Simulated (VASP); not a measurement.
# TaN (P-6m2) in VASP: single point with LDA

Aim: the single point of TaN with LDA.

Program: VASP 6.6.1. These are calculated values, not measurements. Logs are shortened: lines on timing, memory, paths and dates and some standing lists are left out, and cuts for length are marked.

### 1 The cell of the first run

The structure is hexagonal, space group P-6m2 (No. 187). Conventional cell: a = 2.938 Å, b = 2.938 Å, c = 2.883 Å, α = 90.00°, β = 90.00°, γ = 120.00°. Ta (site symmetry -6m2) has 6 N at 2.23 Å and 8 Ta at 2.88 to 2.94 Å within 3.0 Å. Within 3.0 Å of N (site symmetry -6m2) lie 6 Ta at 2.23 Å and 8 N at 2.88 to 2.94 Å.

### 2 Single point, LDA

Input file INCAR:

```
SYSTEM = TaN
  PREC = Accurate
  ENCUT = 600
  EDIFF = 1E-6
  ISMEAR = -1
  SIGMA = 0.1
  LREAL = .FALSE.
  LASPH = .TRUE.
  NELM = 120
  ALGO = Normal
  ISIF = 2
  LWAVE = .FALSE.
  LCHARG = .FALSE.
  NBANDS = 78
  GGA_COMPAT = .FALSE.
```

Input file KPOINTS:

```
Automatic mesh
0
G
  3 3 2
  0 0 0
```

Input file POSCAR:

```
TaN
1.0
    5.8759969558      0.0000000000      0.0000000000
   -2.9379984779      5.0887626363      0.0000000000
    0.0000000000      0.0000000000      5.7660000000
Ta N
8 8
Direct
    0.1666666667      0.3333333333      0.2500000000
    0.1666666667      0.3333333333      0.7500000000
    0.1666666667      0.8333333333      0.2500000000
    0.1666666667      0.8333333333      0.7500000000
    0.6666666667      0.3333333333      0.2500000000
    0.6666666667      0.3333333333      0.7500000000
    0.6666666667      0.8333333333      0.2500000000
    0.6666666667      0.8333333333      0.7500000000
    0.0000000000      0.0000000000      0.0000000000
    0.0000000000      0.0000000000      0.5000000000
    0.0000000000      0.5000000000      0.0000000000
    0.0000000000      0.5000000000      0.5000000000
    0.5000000000      0.0000000000      0.0000000000
    0.5000000000      0.0000000000      0.5000000000
    0.5000000000      0.5000000000      0.0000000000
    0.5000000000      0.5000000000      0.5000000000
```

Potentials or basis: VASP PAW LDA potentials, release 64 (Ta_pv, N).

Started as:

```bash
$ cat potpaw_LDA.64/Ta_pv/POTCAR potpaw_LDA.64/N/POTCAR > POTCAR
$ mpirun -np 1 vasp_std > vasp.out
```

OUTCAR:

```text
SYSTEM = TaN
   PREC = Accurate
   ENCUT = 600
   EDIFF = 1E-6
   ISMEAR = -1
   LREAL = .FALSE.
   LASPH = .TRUE.
   NELM = 120
   ISIF = 2

 ion  position               nearest neighbor table
   1  0.167  0.333  0.250-  15 2.23  16 2.23   9 2.23  10 2.23  11 2.23  12 2.23   2 2.88   2 2.88
                             5 2.94   5 2.94   3 2.94   3 2.94   7 2.94   7 2.94
   2  0.167  0.333  0.750-  15 2.23  16 2.23   9 2.23  10 2.23  11 2.23  12 2.23   1 2.88   1 2.88
                             6 2.94   6 2.94   4 2.94   4 2.94   8 2.94   8 2.94
   3  0.167  0.833  0.250-  13 2.23  14 2.23  11 2.23  12 2.23   9 2.23  10 2.23   4 2.88   4 2.88
                             7 2.94   7 2.94   5 2.94   1 2.94   1 2.94   5 2.94
   4  0.167  0.833  0.750-  13 2.23  14 2.23  11 2.23  12 2.23   9 2.23  10 2.23   3 2.88   3 2.88
                             8 2.94   8 2.94   6 2.94   2 2.94   2 2.94   6 2.94
   5  0.667  0.333  0.250-  11 2.23  12 2.23  13 2.23  14 2.23  15 2.23  16 2.23   6 2.88   6 2.88
                             1 2.94   1 2.94   3 2.94   7 2.94   7 2.94   3 2.94
   6  0.667  0.333  0.750-  11 2.23  12 2.23  13 2.23  14 2.23  15 2.23  16 2.23   5 2.88   5 2.88
                             2 2.94   2 2.94   4 2.94   8 2.94   8 2.94   4 2.94
   7  0.667  0.833  0.250-   9 2.23  10 2.23  15 2.23  16 2.23  13 2.23  14 2.23   8 2.88   8 2.88
                             3 2.94   3 2.94   5 2.94   5 2.94   1 2.94   1 2.94
   8  0.667  0.833  0.750-   9 2.23  10 2.23  15 2.23  16 2.23  13 2.23  14 2.23   7 2.88   7 2.88
                             4 2.94   4 2.94   6 2.94   6 2.94   2 2.94   2 2.94
   9  0.000  0.000  0.000-   7 2.23   8 2.23   1 2.23   2 2.23   3 2.23   4 2.23
  10  0.000  0.000  0.500-   7 2.23   8 2.23   1 2.23   2 2.23   3 2.23   4 2.23
  11  0.000  0.500  0.000-   5 2.23   6 2.23   3 2.23   4 2.23   1 2.23   2 2.23
  12  0.000  0.500  0.500-   5 2.23   6 2.23   3 2.23   4 2.23   1 2.23   2 2.23
  13  0.500  0.000  0.000-   3 2.23   4 2.23   5 2.23   6 2.23   7 2.23   8 2.23
  14  0.500  0.000  0.500-   3 2.23   4 2.23   5 2.23   6 2.23   7 2.23   8 2.23
  15  0.500  0.500  0.000-   1 2.23   2 2.23   7 2.23   8 2.23   5 2.23   6 2.23
  16  0.500  0.500  0.500-   1 2.23   2 2.23   7 2.23   8 2.23   5 2.23   6 2.23

  LATTYP: Found a hexagonal cell.
 ALAT       =     5.8759969558
 C/A-ratio  =     0.9812802905

  Lattice vectors:

 A1 = (   5.8759969558,   0.0000000000,   0.0000000000)
 A2 = (  -2.9379984779,   5.0887626363,   0.0000000000)
 A3 = (   0.0000000000,   0.0000000000,   5.7660000000)

Analysis of symmetry for initial positions (statically):
=====================================================================
 Subroutine PRICEL returns following result:

  LATTYP: Found a hexagonal cell.
 ALAT       =     2.9379984779
 C/A-ratio  =     0.9812802905

  Lattice vectors:

 A1 = (   2.9379984779,   0.0000000000,   0.0000000000)
 A2 = (  -1.4689992389,   2.5443813182,   0.0000000000)
 A3 = (   0.0000000000,   0.0000000000,   2.8830000000)

   8 primitive cells build up your supercell.

 Routine SETGRP: Setting up the symmetry group for a
 hexagonal supercell.

 Subroutine GETGRP returns: Found 12 space group operations
 (whereof 12 operations were pure point group operations)
 out of a pool of 24 trial point group operations.

The static configuration has the point symmetry D_3h.

Analysis of symmetry for dynamics (positions and initial velocities):
=====================================================================
 Subroutine PRICEL returns following result:

  LATTYP: Found a hexagonal cell.
 ALAT       =     2.9379984779
 C/A-ratio  =     0.9812802905

  Lattice vectors:

 A1 = (   2.9379984779,   0.0000000000,   0.0000000000)
 A2 = (  -1.4689992389,   2.5443813182,   0.0000000000)
 A3 = (   0.0000000000,   0.0000000000,   2.8830000000)

   8 primitive cells build up your supercell.

 Routine SETGRP: Setting up the symmetry group for a
 hexagonal supercell.

 Subroutine GETGRP returns: Found 12 space group operations
 (whereof 12 operations were pure point group operations)
 out of a pool of 24 trial point group operations.

The dynamic configuration has the point symmetry D_3h.

 Subroutine INISYM returns: Found 12 space group operations
 (whereof 12 operations are pure point group operations),
 and found     8 'primitive' translations

----------------------------------------------------------------------------------------

                                     Primitive cell

  volume of cell :      21.5515

  direct lattice vectors                    reciprocal lattice vectors
     2.937998478  0.000000000  0.000000000     0.340367773  0.196511426  0.000000000
    -1.468999239  2.544381318  0.000000000     0.000000000  0.393022851  0.000000000
     0.000000000  0.000000000  2.883000000     0.000000000  0.000000000  0.346860909

  length of vectors
     2.937998478  2.937998478  2.883000000     0.393022851  0.393022851  0.346860909

  position of ions in fractional coordinates (direct lattice)
     0.333333333  0.666666667  0.500000000
     1.000000000  0.000000000  0.000000000

  ion indices of the primitive-cell ions
   primitive index   ion index
                 1           1
                 2          11

----------------------------------------------------------------------------------------

 KPOINTS: Automatic mesh

Automatic generation of k-mesh.
 Grid dimensions read from file:
 generate k-points for:    3    3    2

 Generating k-lattice:

  Cartesian coordinates                     Fractional coordinates (reciprocal lattice)
     0.056727962  0.032751904  0.000000000     0.333333333  0.000000000  0.000000000
     0.000000000  0.065503809  0.000000000     0.000000000  0.333333333  0.000000000
     0.000000000  0.000000000  0.086715227     0.000000000  0.000000000  0.500000000

  Length of vectors
     0.065503809  0.065503809  0.086715227

  Shift w.r.t. Gamma in fractional coordinates (k-lattice)
     0.000000000  0.000000000  0.000000000

 Subroutine IBZKPT returns following result:
 ===========================================

 Found      6 irreducible k-points:

 Following reciprocal coordinates:
            Coordinates               Weight
  0.000000  0.000000  0.000000      1.000000
  0.333333  0.000000  0.000000      6.000000
  0.333333  0.333333  0.000000      2.000000
  0.000000  0.000000  0.500000      1.000000
  0.333333  0.000000  0.500000      6.000000
  0.333333  0.333333  0.500000      2.000000
   k-points           NKPTS =      6   k-points in BZ     NKDIM =      6   number of bands    NBANDS=     78
   number of dos      NEDOS =    301   number of ions     NIONS =     16
   total plane-waves  NPLWV = 110592
   dimension x,y,z NGX =    48 NGY =   48 NGZ =   48
   dimension x,y,z NGXF=    96 NGYF=   96 NGZF=   96
   ions per type =               8   8
   NGX,Y,Z   is equivalent  to a cutoff of  13.58, 13.58, 13.84 a.u.
   NGXF,Y,Z  is equivalent  to a cutoff of  27.16, 27.16, 27.68 a.u.
 SYSTEM =  TaN
   PREC   = accura    normal or accurate (medium, high low for compatibility)
   ISTART =      0    job   : 0-new  1-cont  2-samecut
   ICHARG =      2    charge: 1-file 2-atom 10-const
   ISPIN  =      1    spin polarized calculation?
   LNONCOLLINEAR =      F non collinear calculations
   LSORBIT =      F    spin-orbit coupling
   LASPH  =      T    aspherical Exc in radial PAW
   ENCUT  =  600.0 eV  44.10 Ry    6.64 a.u.  11.74 11.74 11.52*2*pi/ulx,y,z
   NELM   =    120;   NELMIN=  2; NELMDL= -5     # of ELM steps
   EDIFF  = 0.1E-05   stopping-criterion for ELM
   LREAL  =      F    real-space projection
   EDIFFG = 0.1E-04   stopping-criterion for IOM
   NSW    =      0    number of steps for IOM
   IBRION =     -1    ionic relax: 0-MD 1-quasi-New 2-CG
   NFREE  =      0    steps in history (QN), initial steepest desc. (CG)
   ISIF   =      2    stress and relaxation
   ISYM   =      2    0-nonsym 1-usesym 2-fastsym
   POTIM  = 0.5000    time-step for ionic-motion
   TEBEG  =    0.0;   TEEND  =   0.0 temperature during run
   PSTRESS=    0.0 pullay stress
   NELECT =     128.0000    total number of electrons
   NUPDOWN=      -1.0000    fix difference up-down
   EMIN   =  10.00;   EMAX   =-10.00  energy-range for DOS
   EFERMI =   0.00;   METHOD = LEGACY
   ISMEAR =    -1;   SIGMA  =   0.10  broadening in eV -4-tet -1-fermi 0-gaus
   EFERMI_NEDOS =   21; number of points for ismear=-14 and -15
   IALGO  =     38    algorithm
   IMIX   =      4    mixing-type and parameters
     AMIX     =   0.40;   BMIX     =  1.00
     AMIX_MAG =   1.60;   BMIX_MAG =  1.00
  volume/ion in A,a.u.               =      10.78        72.72
  Fermi-wavevector in a.u.,A,eV,Ry     =   1.482366  2.801265 29.897552  2.197408
  Thomas-Fermi vector in A             =   2.596161
   LORBIT       =      0    0 simple, 1 ext, 2 COOP (PROOUT), +10 PAW based schemes
   GGA     = CA    functional components
   LHFCALC =     F    Hartree Fock is set to
   AEXX    =    0.0000 exact exchange contribution
   IVDW    =     0    specifies the selected vdW correction
   LEPSILON=     F    determine dielectric tensor
   LRPA    =     F    only Hartree local field effects (RPA)
 non-spin polarized calculation
  energy-cutoff  :      600.00
  volume of cell :      172.41
 maximum number of plane-waves:      5772
 NGX is ok and might be reduce to    48
   NGX = 23   NGY = 23   NGZ = 23

 number of electron     128.0000011 magnetization

 Free energy of the ion-electron system (eV)
  ---------------------------------------------------
  ext. energy  EPLUGINS =         0.00000000
  ---------------------------------------------------
  free energy    TOTEN  =      -197.41601002 eV

  energy without entropy =     -197.39064524  energy(sigma->0) =     -197.40332763

 E-fermi :   8.2821     XC(G=0): -13.5821

 val. band max:        8.2534156025   @ k =   0.3333   0.3333   0.0000
 cond. band min:       8.8650799269   @ k =   0.0000   0.0000   0.5000
 fundamental gap:      0.6116643244
 Fermi energy:         8.2821412612

 k-point     1 :       0.0000    0.0000    0.0000
  band No.  band energies     occupation
      1     -27.4607      2.00000
      2     -27.3094      2.00000
      3     -27.3094      2.00000
      4     -27.3094      2.00000
      5     -27.1942      2.00000
      6     -27.1942      2.00000
[... 463 lines left out ...]
     75      11.4101      0.00000
     76      11.4101      0.00000
 [bands above 76 left out]

------------------------ aborting loop because EDIFF is reached ----------------------------------------

  FORCE on cell =-STRESS in cart. coord.  units (eV):
  Direction    XX          YY          ZZ          XY          YZ          ZX
  --------------------------------------------------------------------------------------
  -------------------------------------------------------------------------------------
  Total      -11.3009814    -11.3009814     -8.4244660      0.0000000      0.0000000      0.0000000
  in kB     -105.0166956   -105.0166956    -78.2860841      0.0000000      0.0000000      0.0000000
  external PRESSURE =     -96.1064917 kB  Pullay stress =       0.0000000 kB

 VOLUME and BASIS-vectors are now :
 -----------------------------------------------------------------------------
  energy-cutoff  :      600.00
  volume of cell :      172.41
      direct lattice vectors                 reciprocal lattice vectors
     5.875996956  0.000000000  0.000000000     0.170183887  0.098255713  0.000000000
    -2.937998478  5.088762636  0.000000000     0.000000000  0.196511426  0.000000000
     0.000000000  0.000000000  5.766000000     0.000000000  0.000000000  0.173430454

 POSITION                                       TOTAL-FORCE (eV/Angst)
 -----------------------------------------------------------------------------------
      0.00000      1.69625      1.44150         0.000000     -0.000000      0.000000
      0.00000      1.69625      4.32450         0.000000      0.000000      0.000000
     -1.46900      4.24064      1.44150         0.000000     -0.000000     -0.000000
     -1.46900      4.24064      4.32450        -0.000000     -0.000000     -0.000000
      2.93800      1.69625      1.44150         0.000000     -0.000000     -0.000000
      2.93800      1.69625      4.32450         0.000000     -0.000000      0.000000
[... 8 lines left out ...]
      1.46900      2.54438      0.00000        -0.000000     -0.000000      0.000000
      1.46900      2.54438      2.88300        -0.000000      0.000000     -0.000000
 -----------------------------------------------------------------------------------
    total drift:                               -0.000000      0.000000      0.000000

  FREE ENERGIE OF THE ION-ELECTRON SYSTEM (eV)
  ---------------------------------------------------
  free  energy   TOTEN  =      -197.4160100197 eV

  energy  without entropy=     -197.3906452404  energy(sigma->0) =     -197.40332763
```

Run time: 1.9 min. Hardware: 1 thread of Intel Xeon Platinum 8259CL at 2.50GHz (Skylake/Cascade Lake), shared host; peak memory 0.28 GiB.

What came out:

```yaml
Free_energy: -197.4160 eV
Pressure: -9.6 GPa
Band_gap_on_the_k_mesh: zero (bands 64 and 65 overlap by 0.26 eV)
```

Levels at points of the mesh, in eV from the Fermi level:
```
           k point  band 62  band 63  band 64  band 65  band 66  band 67
(0.00, 0.00, 0.00)    -0.46    -0.46    -0.29    -0.29     2.19     2.26
(0.00, 0.00, 0.50)    -1.60    -0.50    -0.50     0.58     0.58     0.58
```

Caveat: the k points lie up to 0.54 Å⁻¹ apart; spin-orbit coupling is left out, which moves the levels of the heavy elements.
